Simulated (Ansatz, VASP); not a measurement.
## C in VASP and in Ansatz

File INCAR:

```
SYSTEM = C
ALGO = Normal
EDIFF = 1E-6
ENCUT = 600
GGA = PE
GGA_COMPAT = .FALSE.
ISIF = 2
ISMEAR = 0
LASPH = .TRUE.
LCHARG = .FALSE.
LREAL = .FALSE.
LWAVE = .FALSE.
NBANDS = 11
NELM = 120
PREC = Accurate
SIGMA = 0.02
```

Contents of KPOINTS:

```
k-points
0
G
  12 12 12
  0 0 0
```

File POSCAR:

```
C
1.0
    0.0000000000      1.8700197380      1.8700197380
    1.8700197380      0.0000000000      1.8700197380
    1.8700197380      1.8700197380      0.0000000000
C
2
Direct
    0.5000000000      0.5000000000      0.5000000000
    0.7500000000      0.7500000000      0.7500000000
```

Input for Ansatz:

```yaml
crystal:
  lattice:
    - [0.0, 1.870019738, 1.870019738]
    - [1.870019738, 0.0, 1.870019738]
    - [1.870019738, 1.870019738, 0.0]
  atoms:
    - { symbol: C, position: [0.5, 0.5, 0.5] }
    - { symbol: C, position: [0.75, 0.75, 0.75] }
basis:
  ecutwfc: 420
kpoints:
  mp_grid: { grid: [12, 12, 12] }
hamiltonian:
  xc: pbe
scf:
  occupations: { method: gaussian, width: 0.02 }
output:
  forces: true
  stress: true
  eigenvalues: true
  populations: true
```

Alike in both runs: task single point; functional PBE; k mesh 12 × 12 × 12; occupations gaussian, width 0.02 eV; no spin polarisation.

|  | VASP | Ansatz |
| --- | --- | --- |
| version | VASP 6.6.1 | Ansatz 0.2.0 |
| potentials or method | VASP PAW PBE potentials, release 64 (C), cutoff 600 eV | scalar-relativistic, plane waves, PAW |
| valence electrons in the cell | 8 | 8 |

```tsv
	VASP	Ansatz	Ansatz less VASP
gap on the k mesh at the Fermi level (eV)	3.84	3.85	+0.009
least direct gap on the mesh (eV)	5.20	5.21	+0.008
pressure (GPa)	-46.4	-46.1	+0.21
```

Both programs put the cell under strong tension, so it lies far from rest at this level. The functional is the same, so the differences come from potentials, cutoffs and numerics.

Noted on VASP's run: the cell as given lies far from equilibrium.
